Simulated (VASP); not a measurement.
Input of a VASP 6.6.1 run:

Contents of INCAR:

```
PREC = Accurate
ENCUT = 520
EDIFF = 1E-7
ISMEAR = -1
SIGMA = 0.05
LREAL = False
LASPH = True
NELM = 80
ALGO = Normal
ISIF = 2
LWAVE = False
LCHARG = False
GGA = PE
NBANDS = 12
```

File KPOINTS:

```
regular mesh
0
Gamma
  14 14 13
```

File POSCAR:

```
Y
1.0
    3.2598161648      0.0000000000      0.0000000000
   -1.6299080824      2.8230836104      0.0000000000
    0.0000000000      0.0000000000      3.1104314376
Y
1
Direct
    0.0000000000      0.0000000000      0.0000000000
```

Potentials or basis: VASP PAW PBE potentials, release 64 (Y_sv).

Run with:

```bash
$ cat potpaw_PBE.64/Y_sv/POTCAR > POTCAR
$ mpirun -np 1 vasp_std > vasp.out
```

Task: Predict the pressure.

Result: 6.5 GPa.

Stress tensor (GPa, compression positive):
```
6.44 0.00 0.00
0.00 6.44 0.00
0.00 0.00 6.57
```
